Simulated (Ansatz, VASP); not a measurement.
## MnS in VASP and in Ansatz

Contents of INCAR:

```
SYSTEM = MnS
PREC     = Accurate       ! precision mode
ENCUT    = 600            ! plane-wave cutoff, eV
EDIFF    = 1E-6           ! SCF threshold, eV
ISMEAR   = -1             ! smearing method
SIGMA    = 0.05           ! smearing width, eV
LREAL    = .FALSE.        ! projectors in reciprocal space
LASPH    = .TRUE.         ! aspherical terms in the spheres
NELM     = 150            ! most SCF steps
ALGO     = Normal         ! electronic algorithm
ISIF     = 3              ! what is computed and relaxed
LWAVE    = .FALSE.        ! write WAVECAR
LCHARG   = .FALSE.        ! write CHGCAR
ISPIN    = 2              ! spin polarisation
MAGMOM   = 4 0            ! initial moments
LORBIT   = 11             ! projections on sites
LMAXMIX  = 4              ! l up to which the mixer works
GGA      = B5             ! functional
ALDAX    = 1.0          
AGGAX    = 1.0          
AGGAC    = 1.0          
ALDAC    = 0.0          
IBRION   = 2              ! ionic algorithm
NSW      = 60             ! ionic steps
EDIFFG   = -0.01          ! ionic threshold
```

Contents of KPOINTS:

```
regular mesh
0
G
  9 9 9
  0 0 0
```

POSCAR

```
MnS
1.0
    0.0000000000      2.6045000000      2.6045000000
    2.6045000000      0.0000000000      2.6045000000
    2.6045000000      2.6045000000      0.0000000000
Mn S
1 1
Direct
    0.0000000000      0.0000000000      0.0000000000
    0.5000000000      0.5000000000      0.5000000000
```

input.yaml

```yaml
crystal:
  lattice:
    - [0.0, 2.6045, 2.6045]
    - [2.6045, 0.0, 2.6045]
    - [2.6045, 2.6045, 0.0]
  atoms:
    - { symbol: Mn, position: [0.0, 0.0, 0.0], spin: 4.0 }
    - { symbol: S, position: [0.5, 0.5, 0.5] }
hamiltonian:
  xc: blyp
  pseudopotentials: { kind: paw }
magnetization:
  spin_polarized: true
kpoints:
  mp_grid: { grid: [9, 9, 9] }
scf:
  occupations: { method: fermi_dirac, width: 0.05 }
output:
  forces: true
  stress: true
relax:
  f_tol: 0.01
  max_steps: 40
  cell: { stress_tol: 0.05 }
```

Alike in both runs: task relaxation of cell and atoms; functional BLYP; k mesh 9 × 9 × 9; occupations fermi-dirac, width 0.05 eV; collinear spin.

```csv
,VASP,Ansatz
version,VASP 6.6.1,Ansatz 0.2.0
potentials or method,"VASP PAW PBE potentials, release 64 (Mn_pv, S)",Ansatz PAW
plane-wave cutoff (eV),600,420
valence electrons in the cell,19,21
```

|  | VASP | Ansatz | Ansatz less VASP |
| --- | --- | --- | --- |
| net moment per atom (μB) | 2.35 | 2.35 | +0.003 |
| size of the moment on the site where the two differ most (μB) | 0.13 | 0.18 | +0.042 |
| relaxed volume (Å³/atom) | 18.08 | 18.11 | +0.030 |
| relaxed length of the cell vector where the two differ most in proportion (Å) | 3.712 | 3.714 | +0.0020 |

VASP's potentials were made for PBE, not for BLYP. Site moments also hang on the region over which each program counts them. VASP's potentials hold 19 valence electrons a cell and Ansatz's 21, so a difference there can come from the potentials and not from the codes.

Noted on Ansatz's run: the plane-wave basis is chosen anew once the cell has moved, so the energies of steps on either side of that aren't comparable.
